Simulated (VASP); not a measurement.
Here is a VASP 6.6.1 calculation.

File INCAR:

```
SYSTEM = Se
PREC = Accurate
ENCUT = 520
EDIFF = 1E-7
ISMEAR = -1
SIGMA = 0.02
LREAL = .False.
LASPH = .True.
NELM = 60
ALGO = Normal
ISIF = 2
LWAVE = .False.
LCHARG = .False.
GGA = PE
IVDW = 12
NBANDS = 27
```

KPOINTS

```
regular mesh
0
Gamma
  6 6 6
  0 0 0
```

File POSCAR:

```
Se
1.0
    5.4273801522      3.1334993919      1.4802237880
   -5.4273801522      3.1334993919      1.4802237880
    0.0000000000     -6.2669987838      1.4802237879
Se
6
Direct
    0.8308693621      0.6960566958      0.0842417398
    0.6960566958      0.0842417398      0.8308693621
    0.0842417398      0.8308693621      0.6960566958
    0.1691306379      0.3039433042      0.9157582602
    0.3039433042      0.9157582602      0.1691306379
    0.9157582602      0.1691306379      0.3039433042
```

Potentials or basis: VASP PAW PBE potentials, release 64 (Se).

Run with:

```console
$ cat potpaw_PBE.64/Se/POTCAR > POTCAR
$ mpirun -np 1 vasp_std > vasp.out
```

Estimate the largest force.

0.020 eV/Å.

Predict the pressure.

0.1 GPa.

What does it give for the band gap on the k mesh?

1.03 eV (least direct gap 1.11 eV).

Stress tensor (GPa, compression positive):
```
0.13 0.00 0.00
0.00 0.13 0.00
0.00 0.00 0.04
```

A k mesh can miss the band edges.
